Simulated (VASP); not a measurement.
# HF in VASP: further runs

HF is run at these levels: PBE+D3(BJ); tasks: single point.

Program: VASP 6.6.1. These are calculated values, not measurements. Logs are shortened: lines on timing, memory, paths and dates and some standing lists are left out, and cuts for length are marked.

## (1) The cell of the first run

The cell holds an amorphous packing of atoms, 20 atoms: a = 6.479 Å, b = 6.479 Å, c = 6.479 Å, α = 90.00°, β = 90.00°, γ = 90.00°.

## (2) Single point, PBE+D3(BJ)

Contents of INCAR:

```
PREC = Accurate ; ENCUT = 520
EDIFF = 1E-6 ; ISMEAR = -1
SIGMA = 0.02 ; LREAL = Auto
LASPH = T ; NELM = 60
ALGO = Normal ; ISIF = 2
LWAVE = F ; LCHARG = T
GGA = PE ; IVDW = 12
LELF = T ; LVHAR = T
NBANDS = 56
```

Contents of KPOINTS:

```
regular mesh
0
Gamma
  1 1 1
```

Contents of POSCAR:

```
HF
1.0
    6.4792240000      0.0000000000      0.0000000000
    0.0000000000      6.4792240000      0.0000000000
    0.0000000000      0.0000000000      6.4792240000
F H
10 10
Direct
    0.3523776707      0.5772256227      0.7245031424
    0.6792914765      0.3753516367      0.7236158090
    0.8247317046      0.6120801332     -0.0149708032
    0.4030431727      0.1472783757      0.4472240439
    0.3724058521      0.3041561128      1.1004529971
    0.4940807863      0.7991380300      1.0009340165
    0.0796220955      0.1074375597      0.9406164647
    0.6474968743      0.8895831999      0.5655267313
    0.7977726684      0.1353549609      0.2260511934
    1.0087027428      0.9558547607      0.6185469623
    0.4719977983      0.4869914413      0.7043068281
    0.7524245814      0.4575278573      0.8273970388
    0.6997870211      0.6947931657      0.0091436362
    0.4056754829      0.2040044936      0.3068778379
    0.2673221839      0.2298253442      1.0247901128
    0.4232928555      0.7223627156      0.8901467218
    0.0494199102      0.0433322868      0.7990275484
    0.5588428131      0.9979665454      0.5040736688
    0.8959291199      0.1200107551      0.1185175047
    0.8584289898      0.9375529030      0.5877792451
```

Potentials or basis: VASP PAW PBE potentials, release 64 (F, H).

Started as:

```sh
$ cat potpaw_PBE.64/F/POTCAR potpaw_PBE.64/H/POTCAR > POTCAR
$ mpirun -np 1 vasp_gam > vasp.out
```

OUTCAR:

```text
PREC = Accurate
   ENCUT = 520
   EDIFF = 1E-6
   ISMEAR = -1
   LREAL = Auto
   LASPH = T
   NELM = 60
   ISIF = 2
   GGA = PE
   IVDW = 12
 IVDW          = 12

 ion  position               nearest neighbor table
   1  0.352  0.577  0.725-  11 0.98
   2  0.679  0.375  0.724-  12 0.98
   3  0.825  0.612  0.985-  13 0.98
   4  0.403  0.147  0.447-  14 0.98
   5  0.372  0.304  0.100-  15 0.97
   6  0.494  0.799  0.001-  16 0.99
   7  0.080  0.107  0.941-  17 1.03
   8  0.647  0.890  0.566-  18 0.99
   9  0.798  0.135  0.226-  19 0.95
  10  0.009  0.956  0.619-  20 1.00  17 1.33
  11  0.472  0.487  0.704-   1 0.98
  12  0.752  0.458  0.827-   2 0.98
  13  0.700  0.695  0.009-   3 0.98
  14  0.406  0.204  0.307-   4 0.98
  15  0.267  0.230  0.025-   5 0.97
  16  0.423  0.722  0.890-   6 0.99
  17  0.049  0.043  0.799-   7 1.03  10 1.33
  18  0.559  0.998  0.504-   8 0.99
  19  0.896  0.120  0.119-   9 0.95
  20  0.858  0.938  0.588-  10 1.00

  LATTYP: Found a simple cubic cell.
 ALAT       =     6.4792240000

  Lattice vectors:

 A1 = (   6.4792240000,   0.0000000000,   0.0000000000)
 A2 = (   0.0000000000,   6.4792240000,   0.0000000000)
 A3 = (   0.0000000000,   0.0000000000,   6.4792240000)

Analysis of symmetry for initial positions (statically):
=====================================================================
 Subroutine PRICEL returns:
 Original cell was already a primitive cell.

 Routine SETGRP: Setting up the symmetry group for a
 simple cubic supercell.

 Subroutine GETGRP returns: Found  1 space group operations
 (whereof  1 operations were pure point group operations)
 out of a pool of 48 trial point group operations.

The static configuration has the point symmetry C_1 .

Analysis of symmetry for dynamics (positions and initial velocities):
=====================================================================
 Subroutine PRICEL returns:
 Original cell was already a primitive cell.

 Routine SETGRP: Setting up the symmetry group for a
 simple cubic supercell.

 Subroutine GETGRP returns: Found  1 space group operations
 (whereof  1 operations were pure point group operations)
 out of a pool of 48 trial point group operations.

The dynamic configuration has the point symmetry C_1 .

 Subroutine INISYM returns: Found  1 space group operations
 (whereof  1 operations are pure point group operations),
 and found     1 'primitive' translations

----------------------------------------------------------------------------------------

                                     Primitive cell

  volume of cell :     272.0001

  direct lattice vectors                    reciprocal lattice vectors
     6.479224000  0.000000000  0.000000000     0.154339470  0.000000000  0.000000000
     0.000000000  6.479224000  0.000000000     0.000000000  0.154339470  0.000000000
     0.000000000  0.000000000  6.479224000     0.000000000  0.000000000  0.154339470

  length of vectors
     6.479224000  6.479224000  6.479224000     0.154339470  0.154339470  0.154339470

  position of ions in fractional coordinates (direct lattice)
     0.352377671  0.577225623  0.724503142
     0.679291476  0.375351637  0.723615809
     0.824731705  0.612080133  0.985029197
     0.403043173  0.147278376  0.447224044
     0.372405852  0.304156113  0.100452997
     0.494080786  0.799138030  0.000934016
     0.079622095  0.107437560  0.940616465
     0.647496874  0.889583200  0.565526731
     0.797772668  0.135354961  0.226051193
     0.008702743  0.955854761  0.618546962
     0.471997798  0.486991441  0.704306828
     0.752424581  0.457527857  0.827397039
     0.699787021  0.694793166  0.009143636
     0.405675483  0.204004494  0.306877838
     0.267322184  0.229825344  0.024790113
     0.423292856  0.722362716  0.890146722
     0.049419910  0.043332287  0.799027548
     0.558842813  0.997966545  0.504073669
     0.895929120  0.120010755  0.118517505
     0.858428990  0.937552903  0.587779245

  ion indices of the primitive-cell ions
   primitive index   ion index
                 1           1
                 2           2
                 3           3
                 4           4
                 5           5
                 6           6
                 7           7
                 8           8
                 9           9
                10          10
                11          11
                12          12
                13          13
                14          14
                15          15
                16          16
                17          17
                18          18
                19          19
                20          20

----------------------------------------------------------------------------------------

 KPOINTS: regular mesh

Automatic generation of k-mesh.
 Grid dimensions read from file:
 generate k-points for:    1    1    1

 Generating k-lattice:

  Cartesian coordinates                     Fractional coordinates (reciprocal lattice)
     0.154339470  0.000000000  0.000000000     1.000000000  0.000000000  0.000000000
     0.000000000  0.154339470  0.000000000     0.000000000  1.000000000  0.000000000
     0.000000000  0.000000000  0.154339470     0.000000000  0.000000000  1.000000000

  Length of vectors
     0.154339470  0.154339470  0.154339470

  Shift w.r.t. Gamma in fractional coordinates (k-lattice)
     0.000000000  0.000000000  0.000000000

 Subroutine IBZKPT returns following result:
 ===========================================

 Found      1 irreducible k-points:

 Following reciprocal coordinates:
            Coordinates               Weight
  0.000000  0.000000  0.000000      1.000000
   k-points           NKPTS =      1   k-points in BZ     NKDIM =      1   number of bands    NBANDS=     56
   number of dos      NEDOS =    301   number of ions     NIONS =     20
   total plane-waves  NPLWV = 110592
   dimension x,y,z NGX =    48 NGY =   48 NGZ =   48
   dimension x,y,z NGXF=    96 NGYF=   96 NGZF=   96
   ions per type =              10  10
   NGX,Y,Z   is equivalent  to a cutoff of  12.32, 12.32, 12.32 a.u.
   NGXF,Y,Z  is equivalent  to a cutoff of  24.63, 24.63, 24.63 a.u.
 SYSTEM =  unknown system
   PREC   = accura    normal or accurate (medium, high low for compatibility)
   ISTART =      0    job   : 0-new  1-cont  2-samecut
   ICHARG =      2    charge: 1-file 2-atom 10-const
   ISPIN  =      1    spin polarized calculation?
   LNONCOLLINEAR =      F non collinear calculations
   LSORBIT =      F    spin-orbit coupling
   LASPH  =      T    aspherical Exc in radial PAW
   ENCUT  =  520.0 eV  38.22 Ry    6.18 a.u.  12.05 12.05 12.05*2*pi/ulx,y,z
   NELM   =     60;   NELMIN=  2; NELMDL= -5     # of ELM steps
   EDIFF  = 0.1E-05   stopping-criterion for ELM
   LREAL  =      T    real-space projection
   EDIFFG = 0.1E-04   stopping-criterion for IOM
   NSW    =      0    number of steps for IOM
   IBRION =     -1    ionic relax: 0-MD 1-quasi-New 2-CG
   NFREE  =      0    steps in history (QN), initial steepest desc. (CG)
   ISIF   =      2    stress and relaxation
   ISYM   =      2    0-nonsym 1-usesym 2-fastsym
   POTIM  = 0.5000    time-step for ionic-motion
   TEBEG  =    0.0;   TEEND  =   0.0 temperature during run
   PSTRESS=    0.0 pullay stress
   NELECT =      80.0000    total number of electrons
   NUPDOWN=      -1.0000    fix difference up-down
   EMIN   =  10.00;   EMAX   =-10.00  energy-range for DOS
   EFERMI =   0.00;   METHOD = LEGACY
   ISMEAR =    -1;   SIGMA  =   0.02  broadening in eV -4-tet -1-fermi 0-gaus
   EFERMI_NEDOS =   21; number of points for ismear=-14 and -15
   IALGO  =     38    algorithm
   IMIX   =      4    mixing-type and parameters
     AMIX     =   0.40;   BMIX     =  1.00
     AMIX_MAG =   1.60;   BMIX_MAG =  1.00
  volume/ion in A,a.u.               =      13.60        91.78
  Fermi-wavevector in a.u.,A,eV,Ry     =   1.088717  2.057378 16.127062  1.185306
  Thomas-Fermi vector in A             =   2.224905
   LORBIT       =      0    0 simple, 1 ext, 2 COOP (PROOUT), +10 PAW based schemes
   GGA     = PE    functional components
   LHFCALC =     F    Hartree Fock is set to
   AEXX    =    0.0000 exact exchange contribution
   IVDW    =    12    specifies the selected vdW correction
   LEPSILON=     F    determine dielectric tensor
   LRPA    =     F    only Hartree local field effects (RPA)
 non-spin polarized calculation
  energy-cutoff  :      520.00
  volume of cell :      272.00
 maximum number of plane-waves:      3625
   NGX = 25   NGY = 25   NGZ = 25

 number of electron      80.0000017 magnetization

 Free energy of the ion-electron system (eV)
  ---------------------------------------------------
  ext. energy  EPLUGINS =         0.00000000
  ---------------------------------------------------
  free energy    TOTEN  =       -82.81240655 eV

  energy without entropy =      -82.81240655  energy(sigma->0) =      -82.81240655

 E-fermi :  -5.7313     XC(G=0):  -6.2900

 val. band max:       -6.2725732353   @ k =   0.0000   0.0000   0.0000
 cond. band min:       0.7881975410   @ k =   0.0000   0.0000   0.0000
 fundamental gap:      7.0607707763
 Fermi energy:        -5.7313228513

 k-point     1 :       0.0000    0.0000    0.0000
  band No.  band energies     occupation
      1     -28.3662      2.00000
      2     -28.1607      2.00000
      3     -27.9553      2.00000
      4     -27.8635      2.00000
      5     -27.5916      2.00000
      6     -27.5684      2.00000
      7     -27.2758      2.00000
      8     -27.1388      2.00000
      9     -26.9958      2.00000
     10     -26.5764      2.00000
     11     -12.8882      2.00000
     12     -12.4662      2.00000
     13     -12.0899      2.00000
     14     -11.1364      2.00000
     15     -11.0971      2.00000
     16     -11.0232      2.00000
     17     -10.9767      2.00000
     18     -10.5953      2.00000
     19     -10.4351      2.00000
     20      -9.6405      2.00000
     21      -8.1155      2.00000
     22      -7.9395      2.00000
     23      -7.9072      2.00000
     24      -7.8521      2.00000
     25      -7.8191      2.00000
     26      -7.6879      2.00000
     27      -7.6023      2.00000
     28      -7.5788      2.00000
     29      -7.5365      2.00000
     30      -7.5044      2.00000
     31      -7.4688      2.00000
     32      -7.3710      2.00000
     33      -7.3116      2.00000
     34      -7.2479      2.00000
     35      -7.1664      2.00000
     36      -7.1377      2.00000
     37      -7.1294      2.00000
     38      -6.9727      2.00000
     39      -6.3074      2.00000
     40      -6.2726      2.00000
     41       0.7882      0.00000
     42       4.3440      0.00000
     43       4.5051      0.00000
     44       4.6704      0.00000
     45       4.7248      0.00000
     46       4.8008      0.00000
     47       5.0873      0.00000
     48       6.7365      0.00000
     49       6.8262      0.00000
     50       7.1092      0.00000
     51       7.2005      0.00000
     52       7.3333      0.00000
 [bands above 52 left out]

------------------------ aborting loop because EDIFF is reached ----------------------------------------

 Edisp (eV)   -0.47492

 E8    (eV) :    -0.0957

  FORCE on cell =-STRESS in cart. coord.  units (eV):
  Direction    XX          YY          ZZ          XY          YZ          ZX
  --------------------------------------------------------------------------------------
  -------------------------------------------------------------------------------------
  Total       0.23455    -0.46529     0.03010     0.14816     0.04806    -0.08182
  in kB       1.38159    -2.74072     0.17730     0.87273     0.28306    -0.48196
  external pressure =       -0.39 kB  Pullay stress =        0.00 kB

 VOLUME and BASIS-vectors are now :
 -----------------------------------------------------------------------------
  energy-cutoff  :      520.00
  volume of cell :      272.00
      direct lattice vectors                 reciprocal lattice vectors
     6.479224000  0.000000000  0.000000000     0.154339470  0.000000000  0.000000000
     0.000000000  6.479224000  0.000000000     0.000000000  0.154339470  0.000000000
     0.000000000  0.000000000  6.479224000     0.000000000  0.000000000  0.154339470

 POSITION                                       TOTAL-FORCE (eV/Angst)
 -----------------------------------------------------------------------------------
      2.28313      3.73997      4.69422        -0.114589      0.099363      0.041081
      4.40128      2.43199      4.68847        -0.110005     -0.090152     -0.139648
      5.34362      3.96580      6.38222         0.105422     -0.118489     -0.069322
      2.61141      0.95425      2.89766         0.078619     -0.072884      0.102690
      2.41290      1.97070      0.65086         0.151223      0.043374      0.172043
      3.20126      5.17779      0.00605         0.032483      0.014431      0.024824
      0.51589      0.69611      6.09446         0.057291      0.119680      0.160084
      4.19528      5.76381      3.66417         0.183801     -0.089263      0.004556
      5.16895      0.87700      1.46464        -0.191922     -0.000318      0.185543
      0.05639      6.19320      4.00770         0.141817      0.020231      0.029834
      3.05818      3.15533      4.56336         0.136728     -0.117323     -0.015459
      4.87513      2.96443      5.36089         0.139948      0.134999      0.169738
      4.53408      4.50172      0.05924        -0.143390      0.139733      0.061991
      2.62846      1.32179      1.98833        -0.019054      0.096972     -0.155949
      1.73204      1.48909      0.16062        -0.196539     -0.128018     -0.147361
      2.74261      4.68035      5.76746        -0.081277     -0.074566     -0.035897
      0.32020      0.28076      5.17708        -0.026947     -0.044062     -0.145405
      3.62087      6.46605      3.26601        -0.127517      0.115946     -0.041156
      5.80493      0.77758      0.76790         0.166427     -0.015944     -0.170446
      5.56195      6.07462      3.80835        -0.182520     -0.033710     -0.031741
 -----------------------------------------------------------------------------------
    total drift:                                0.005735     -0.009228     -0.010591

  FREE ENERGIE OF THE ION-ELECTRON SYSTEM (eV)
  ---------------------------------------------------
  free  energy   TOTEN  =       -83.2873294023 eV

  energy  without entropy=      -83.2873294023  energy(sigma->0) =      -83.28732940
```

Run time: 16 s. Hardware: 1 thread of AMD EPYC 9R45 (Zen 5), shared host; peak memory 0.26 GiB.

What came out:

- Free energy: -83.2873 eV
- Pressure: 0.0 GPa
- Largest force: 0.277 eV/Å
- Band gap on the k mesh: 7.06 eV
- Dispersion energy per atom: -0.024 eV

Forces in eV/Å, atoms in the order of the input:
```
F   -0.115  0.099  0.041
F   -0.110 -0.090 -0.140
F    0.105 -0.118 -0.069
F    0.079 -0.073  0.103
F    0.151  0.043  0.172
F    0.032  0.014  0.025
F    0.057  0.120  0.160
F    0.184 -0.089  0.005
F   -0.192  0.000  0.186
F    0.142  0.020  0.030
H    0.137 -0.117 -0.015
H    0.140  0.135  0.170
H   -0.143  0.140  0.062
H   -0.019  0.097 -0.156
H   -0.197 -0.128 -0.147
H   -0.081 -0.075 -0.036
H   -0.027 -0.044 -0.145
H   -0.128  0.116 -0.041
H    0.166 -0.016 -0.170
H   -0.183 -0.034 -0.032
```

Levels at points of the mesh, in eV from the valence-band top:
```csv
k point,band 37,band 38,band 39,band 40,band 41,band 42,band 43,band 44
"(0.00, 0.00, 0.00)",-0.86,-0.70,-0.03,0.00,7.06,10.62,10.78,10.94
```

Caveat: the k points lie up to 0.97 Å⁻¹ apart.

## (3) Single point, PBE+D3(BJ)

Contents of INCAR:

```
  PREC = Accurate
  ENCUT = 520
  EDIFF = 1E-7
  ISMEAR = -1
  SIGMA = 0.02
  LREAL = Auto
  LASPH = True
  NELM = 100
  ALGO = Normal
  ISIF = 2
  LWAVE = False
  LCHARG = False
  GGA = PE
  IVDW = 12
  NBANDS = 56
```

KPOINTS is that of step 2.

Contents of POSCAR:

```
HF
1.0
    6.4792240000      0.0000000000      0.0000000000
    0.0000000000      6.4792240000      0.0000000000
    0.0000000000      0.0000000000      6.4792240000
F H
10 10
Direct
    0.3198994201      0.5697441545      0.7846155651
    0.6973828965      0.4047861287      0.7294700723
    0.8259322413      0.6160768635      0.0112359134
    0.4412565455      0.1802067655      0.4348823254
    0.3790731730      0.2752644452      1.0764715034
    0.5265599708      0.8031980373      0.9930510197
    0.0564110764      0.1686313052      0.9089051405
    0.6735528823      0.9007405825      0.5040418420
    0.8250370723      0.1089173642      0.2069846636
    1.0318673965      0.9653162169      0.5990069181
    0.4269184087      0.4736060985      0.7694131273
    0.7715121440      0.4771559063      0.8354395526
    0.6903758845      0.6960092752      0.0445578051
    0.3957572697      0.2190077083      0.3005761184
    0.2612967232      0.2295953960      1.0149672245
    0.4239242230      0.7037108148      0.9494501193
    0.0485706313      0.0775092820      0.7792291176
    0.5978185042      1.0181311836      0.4492976319
    0.8883162552      0.1128221528      0.0763980378
    0.8807844890      0.9341550778      0.5635397078
```

Potentials or basis: VASP PAW PBE potentials, release 64 (F, H).

Started as:

```sh
$ cat potpaw_PBE.64/F/POTCAR potpaw_PBE.64/H/POTCAR > POTCAR
$ mpirun -np 1 vasp_gam > vasp.out
```

Run time: 16 s. Hardware: 1 thread of AMD EPYC 9R45 (Zen 5), shared host; peak memory 0.26 GiB.

It converged, with:

| Property | Result |
| --- | --- |
| Free energy | -82.5309 eV |
| Pressure | 1.7 GPa |
| Largest force | 3.345 eV/Å |
| Band gap on the k mesh | 6.87 eV |
| Dispersion energy per atom | -0.024 eV |

Forces on the atoms (eV/Å):
```
F   -0.967  0.680  0.328
F   -0.722 -0.561 -0.657
F   -0.314  0.228  0.619
F    0.037 -0.149  1.035
F    2.697  1.086  1.475
F   -0.538  0.830  0.741
F    0.070 -0.355 -0.523
F    0.521 -0.818  0.484
F   -0.471 -0.051  0.609
F   -0.618 -0.091  0.339
H    1.250 -0.846 -0.524
H    0.318  0.501  0.652
H    1.491 -0.560 -0.607
H    0.028  0.220 -0.921
H   -2.807 -1.009 -1.514
H   -0.468 -0.142 -0.704
H   -0.026  0.105 -0.209
H   -0.291  0.456 -0.002
H    0.372  0.205 -0.464
H    0.438  0.272 -0.159
```

Stress tensor (GPa, compression positive):
```
 2.01  0.17  1.08
 0.17  1.25 -0.20
 1.08 -0.20  1.97
```

Levels at points of the mesh, in eV from the valence-band top:
```tsv
k point	band 38	band 39	band 40	band 41	band 42	band 43
(0.00, 0.00, 0.00)	-0.28	-0.10	0.00	6.87	10.22	10.57
```

Caveat: the k points lie up to 0.97 Å⁻¹ apart.

(Part 1 of 3 ends here.)
